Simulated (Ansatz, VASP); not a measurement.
**One calculation of Si7B, two programs**

```
Si B
1.0
     3.69496    0.00000    0.00000
     0.00000    3.69496    0.00000
     0.00000    0.00000   10.74421
Si B
7 1
Direct
  0.00000 0.00000 0.50000
  0.00000 0.50000 0.36626
  0.50000 0.00000 0.63374
  0.00000 0.50000 0.90612
  0.50000 0.00000 0.09388
  0.50000 0.50000 0.76395
  0.50000 0.50000 0.23605
  0.00000 0.00000 0.00000
```

Alike in both runs: functional PBE; k mesh 4 × 4 × 2; occupations gaussian, width 0.2 eV; no spin polarisation.

Ansatz relaxed the structure, and its values are those at the end. VASP's run is a single point on that final structure, the one shown.

```csv
,VASP,Ansatz
version,VASP 6.6.1,Ansatz 0.2.0
potentials or method,"VASP PAW PBE potentials, release 64 (Si, B), cutoff 520 eV","scalar-relativistic, plane waves, PAW"
valence electrons in the cell,31,31
```

VASP gave:

```
gap on the k mesh at the Fermi level (eV) : none
pressure (GPa)                            : -0.1
```

Problem. What did Ansatz give for the same quantities?

Solution. gap on the k mesh at the Fermi level (eV): none; pressure (GPa): 0.0.

A gap of «none» marks a metal or a gap that the smearing closes. The functional is the same, so the differences come from potentials, cutoffs and numerics.

The k mesh is coarse, so the values compare programs but aren't converged.
